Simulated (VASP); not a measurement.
## Hf3TiO8: single point with PBE

Hf3TiO8:

```
Hf Ti O
1.0
     5.06285    0.07399    0.05498
     0.07501    5.06175    0.05656
    -0.81428    0.04396    5.25375
Hf Ti O
3 1 8
Cartesian
  0.8465 2.3846 3.8085
  3.0908 4.9579 4.2329
  3.4230 2.7925 1.5840
  1.0758 0.2118 1.0476
  1.5960 3.7824 5.1470
  2.4859 1.4819 2.9739
  2.6898 1.2282 0.3124
  1.9225 4.0322 2.4709
  0.1127 1.5179 1.8956
  4.7841 4.1535 0.7913
  4.2847 3.5800 3.3745
  -0.3703 0.9552 4.5529
```

* Program: VASP 6.6.1
* Task: single point
* Functional: PBE
* Potentials or basis: VASP PAW PBE potentials, release 64 (Hf_pv, Ti_sv, O)
* Cutoff: 600 eV
* k mesh: 6 × 6 × 6
* Occupations: fermi-dirac, width 0.02 eV
* Spin: no spin polarisation

| Quantity | Value |
| --- | --- |
| Pressure | 3.0 GPa |
| Largest force | 0.258 eV/Å |
| Band gap on the k mesh | 3.14 eV (least direct gap 3.16 eV) |

Forces in eV/Å, atoms in the order of the input:
```
Hf   0.037 -0.003 -0.001
Hf  -0.039 -0.012  0.023
Hf  -0.030  0.023  0.002
Ti   0.130 -0.017  0.047
O    0.032 -0.045 -0.014
O    0.038  0.001 -0.014
O    0.119  0.063 -0.063
O    0.050 -0.097  0.100
O   -0.153  0.180  0.103
O   -0.134 -0.133 -0.023
O    0.013  0.003 -0.012
O   -0.062  0.038 -0.149
```

Stress tensor (GPa, compression positive):
```
 3.05 -0.08 -0.08
-0.08  3.12  0.01
-0.08  0.01  2.85
```

Levels at points of the mesh, in eV from the valence-band top:
```tsv
k point	band 42	band 43	band 44	band 45	band 46	band 47	band 48	band 49
(0.00, 0.00, 0.00)	-0.48	-0.35	-0.11	0.00	3.16	3.41	3.59	4.83
(0.50, 0.00, 0.00)	-0.60	-0.50	-0.41	-0.07	3.22	3.52	3.58	4.57
(0.00, 0.50, 0.00)	-0.72	-0.64	-0.41	-0.13	3.34	3.49	3.75	4.91
(0.50, 0.50, 0.00)	-0.92	-0.62	-0.53	-0.37	3.24	3.48	3.75	4.81
(0.00, 0.00, 0.50)	-0.88	-0.70	-0.44	-0.32	3.26	3.47	3.68	4.97
(0.50, 0.00, 0.50)	-0.93	-0.76	-0.64	-0.42	3.29	3.56	3.59	4.70
(0.00, 0.50, 0.50)	-0.90	-0.80	-0.74	-0.53	3.26	3.60	3.68	4.80
(0.50, 0.50, 0.50)	-1.07	-0.89	-0.69	-0.66	3.14	3.41	3.71	4.57
```

Run time: 3.6 min on 4 MPI ranks on Intel(R) Xeon(R) 6975P-C (Granite Rapids), with other jobs on the host, peak memory 0.83 GiB a rank.

Caveat: the cell stands under pressure; spin-orbit coupling is left out, which moves the levels of the heavy elements. A k mesh can miss the band edges.
